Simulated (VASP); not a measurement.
# MoS2 (P-6m2) in VASP: a series of runs, part 2 of 2

VASP 6.6.1. The steps go on from the part before.

## Step 3: Single point, r2SCAN

Input file POSCAR:

```
MoS2
1.0
    3.1710519965      0.0000000000      0.0000000000
   -1.5855259982      2.7462115857      0.0000000000
    0.0000000000      0.0000000000      6.8096889090
Mo S
1 2
Direct
    0.0000000000      0.0000000000      0.0000000000
    0.3333333333      0.6666666667      0.2285702679
    0.3333333333      0.6666666667      0.7714297321
```

Input file INCAR.step1:

```
PREC     = Accurate       # precision mode
ENCUT    = 520            # plane-wave cutoff, eV
ISMEAR   = 0              # smearing method
SIGMA    = 0.01           # smearing width, eV
LREAL    = False          # projectors in reciprocal space
LASPH    = True           # aspherical terms in the spheres
NELM     = 100            # most SCF steps
NBANDS   = 20             # bands
GGA      = PE             # functional
ALGO     = Normal         # electronic algorithm
EDIFF    = 1E-4           # SCF threshold, eV
LWAVE    = True           # write WAVECAR
LCHARG   = False          # write CHGCAR
```

Input file INCAR.step2:

```
PREC     = Accurate       # precision mode
ENCUT    = 520            # plane-wave cutoff, eV
EDIFF    = 1E-6           # SCF threshold, eV
ISMEAR   = 0              # smearing method
SIGMA    = 0.01           # smearing width, eV
LREAL    = False          # projectors in reciprocal space
LASPH    = True           # aspherical terms in the spheres
NELM     = 100            # most SCF steps
ALGO     = Normal         # electronic algorithm
ISIF     = 2              # what is computed and relaxed
LWAVE    = False          # write WAVECAR
LCHARG   = True           # write CHGCAR
METAGGA  = R2SCAN         # meta-GGA
LMIXTAU  = True         
LELF     = True           # ELF
LVHAR    = True         
NBANDS   = 20             # bands
ISTART   = 1
```

Input file KPOINTS:

```
Automatic mesh
0
Gamma
  6 6 2
```

Potentials or basis: VASP PAW PBE potentials, release 64 (Mo_sv, S).

Run with:

```sh
cat potpaw_PBE.64/Mo_sv/POTCAR potpaw_PBE.64/S/POTCAR > POTCAR
cp INCAR.step1 INCAR
mpirun -np 1 vasp_std > vasp.out
cp INCAR.step2 INCAR
mpirun -np 1 vasp_std > vasp.out
```

It took 55 s on 1 thread of Intel Xeon 6975P-C, shared host; peak memory 0.18 GiB.

It converged, with:

* Free energy: -44.9983 eV
* Pressure: 1.1 GPa
* Largest force: 0.042 eV/Å
* Band gap on the k mesh: 1.36 eV, indirect (least direct gap 1.80 eV)

Forces on the atoms (eV/Å):
```
Mo   0.000  0.000  0.000
S    0.000  0.000 -0.042
S    0.000  0.000  0.042
```

Stress tensor (GPa, compression positive):
```
1.10 0.00 0.00
0.00 1.10 0.00
0.00 0.00 0.99
```

Levels at points of the mesh, in eV from the valence-band top:
| k point | band 11 | band 12 | band 13 | band 14 | band 15 | band 16 |
| --- | --- | --- | --- | --- | --- | --- |
| (0.00, 0.00, 0.00) | -2.05 | -1.68 | -0.78 | 2.56 | 2.56 | 2.75 |
| (0.50, 0.00, 0.00) | -2.13 | -1.54 | -1.25 | 1.99 | 2.44 | 4.06 |
| (0.00, 0.00, 0.50) | -2.07 | -2.07 | 0.00 | 2.51 | 2.51 | 2.82 |
| (0.50, 0.00, 0.50) | -2.79 | -1.49 | -0.93 | 2.00 | 2.58 | 3.50 |

Caveat: the k points lie up to 0.46 Å⁻¹ apart; the PAW data sets were made with another functional, which shifts forces and pressure a little.

## Step 4: Single point, r2SCAN

POSCAR is that of step 3.

Input file INCAR.step1:

```
ALGO     = Normal         # electronic algorithm
EDIFF    = 1E-4           # SCF threshold, eV
ENCUT    = 520            # plane-wave cutoff, eV
GGA      = PE             # functional
ISMEAR   = 0              # smearing method
LASPH    = True           # aspherical terms in the spheres
LCHARG   = False          # write CHGCAR
LREAL    = False          # projectors in reciprocal space
LWAVE    = True           # write WAVECAR
NBANDS   = 20             # bands
NELM     = 80             # most SCF steps
PREC     = Accurate       # precision mode
SIGMA    = 0.01           # smearing width, eV
```

Input file INCAR.step2:

```
ALGO     = Normal         # electronic algorithm
EDIFF    = 1E-6           # SCF threshold, eV
ENCUT    = 520            # plane-wave cutoff, eV
ISIF     = 2              # what is computed and relaxed
ISMEAR   = 0              # smearing method
ISTART   = 1            
LASPH    = True           # aspherical terms in the spheres
LCHARG   = False          # write CHGCAR
LMIXTAU  = True         
LREAL    = False          # projectors in reciprocal space
LWAVE    = False          # write WAVECAR
METAGGA  = R2SCAN         # meta-GGA
NBANDS   = 20             # bands
NELM     = 80             # most SCF steps
PREC     = Accurate       # precision mode
SIGMA    = 0.01           # smearing width, eV
```

Input file KPOINTS:

```
k-points
0
Gamma
  9 9 4
```

Potentials or basis: VASP PAW PBE potentials, release 64 (Mo_sv, S).

Run with:

```sh
cat potpaw_PBE.64/Mo_sv/POTCAR potpaw_PBE.64/S/POTCAR > POTCAR
cp INCAR.step1 INCAR
mpirun -np 1 vasp_std > vasp.out
cp INCAR.step2 INCAR
mpirun -np 1 vasp_std > vasp.out
```

OUTCAR:

```text
EDIFF = 1E-6
   ENCUT = 520
   ISIF = 2
   ISMEAR = 0
   ISTART = 1
   LASPH = True
   LREAL = False
   METAGGA = R2SCAN
   NELM = 80
   PREC = Accurate

 ion  position               nearest neighbor table
   1  0.000  0.000  0.000-   2 2.40   3 2.40   2 2.40   3 2.40   2 2.40   3 2.40
   2  0.333  0.667  0.229-   1 2.40   1 2.40   1 2.40
   3  0.333  0.667  0.771-   1 2.40   1 2.40   1 2.40

  LATTYP: Found a hexagonal cell.
 ALAT       =     3.1710519965
 C/A-ratio  =     2.1474541939

[... 195 lines left out ...]
      4     -30.5340      2.00000
      5      -9.4035      2.00000
      6      -7.9010      2.00000
[... 541 lines left out ...]
     19      13.2665      0.00000
     20      16.2960      0.00000

 [... further k-points ...]
[... 5 lines left out ...]
  --------------------------------------------------------------------------------------
  -------------------------------------------------------------------------------------
  Total        0.4177391      0.4177391      0.2928747      0.0000000     -0.0000000     -0.0000000
  in kB       11.2862868     11.2862868      7.9127554      0.0000000     -0.0000000     -0.0000000
  external PRESSURE =      10.1617763 kB  Pullay stress =       0.0000000 kB

 VOLUME and BASIS-vectors are now :
 -----------------------------------------------------------------------------
  energy-cutoff  :      520.00
  volume of cell :       59.30
      direct lattice vectors                 reciprocal lattice vectors
     3.171051997  0.000000000  0.000000000     0.315352760  0.182069001  0.000000000
    -1.585525998  2.746211586  0.000000000     0.000000000  0.364138002  0.000000000
     0.000000000  0.000000000  6.809688909     0.000000000  0.000000000  0.146849586

 POSITION                                       TOTAL-FORCE (eV/Angst)
 -----------------------------------------------------------------------------------
      0.00000      0.00000      0.00000        -0.000000      0.000000      0.000000
     -0.00000      1.83081      1.55649         0.000000     -0.000000     -0.042336
     -0.00000      1.83081      5.25320         0.000000     -0.000000      0.042336
 -----------------------------------------------------------------------------------
    total drift:                                0.000000     -0.000000     -0.000000

  FREE ENERGIE OF THE ION-ELECTRON SYSTEM (eV)
  ---------------------------------------------------
  free  energy   TOTEN  =       -45.0036358367 eV

  energy  without entropy=      -45.0036358367  energy(sigma->0) =      -45.00363584
```

OSZICAR.step1:

```text
N       E                     dE             d eps       ncg     rms          rms(c)
DAV:   1     0.185751227393E+03    0.18575E+03   -0.13314E+04  1448   0.122E+03
DAV:   2    -0.155052688606E+02   -0.20126E+03   -0.19528E+03  1796   0.312E+02
DAV:   3    -0.232186982619E+02   -0.77134E+01   -0.76401E+01  1804   0.574E+01
DAV:   4    -0.233181093573E+02   -0.99411E-01   -0.99375E-01  1788   0.687E+00
DAV:   5    -0.233199468677E+02   -0.18375E-02   -0.18373E-02  1848   0.882E-01    0.242E+01
DAV:   6    -0.222215921096E+02    0.10984E+01   -0.10800E+01  1560   0.197E+01    0.892E+00
DAV:   7    -0.219372107047E+02    0.28438E+00   -0.39920E+00  1504   0.114E+01    0.589E+00
DAV:   8    -0.218286353974E+02    0.10858E+00   -0.55616E-01  1616   0.458E+00    0.167E+00
DAV:   9    -0.218297409330E+02   -0.11055E-02   -0.23419E-02  1672   0.935E-01    0.632E-01
DAV:  10    -0.218287313047E+02    0.10096E-02   -0.92344E-03  1648   0.641E-01    0.116E-01
DAV:  11    -0.218287951867E+02   -0.63882E-04   -0.60190E-04  1648   0.170E-01
   1 F= -.21828795E+02 E0= -.21828795E+02  d E =-.122881-160
```

It took 1.7 min on 1 thread of Intel Xeon 6975P-C, shared host; peak memory 0.2 GiB.

Results:

```yaml
Free_energy: -45.0036 eV
Pressure: 1.0 GPa
Largest_force: 0.042 eV/Å
Band_gap_on_the_k_mesh: 1.36 eV, indirect (least direct gap 1.80 eV)
```

Forces in eV/Å, atoms in the order of the input:
```
Mo   0.000  0.000  0.000
S    0.000  0.000 -0.042
S    0.000  0.000  0.042
```

Stress tensor (GPa, compression positive):
```
1.13 0.00 0.00
0.00 1.13 0.00
0.00 0.00 0.79
```

Caveat: the PAW data sets were made with another functional, which shifts forces and pressure a little. r2SCAN opens gaps a little over a GGA but as a rule still falls short of measured ones.
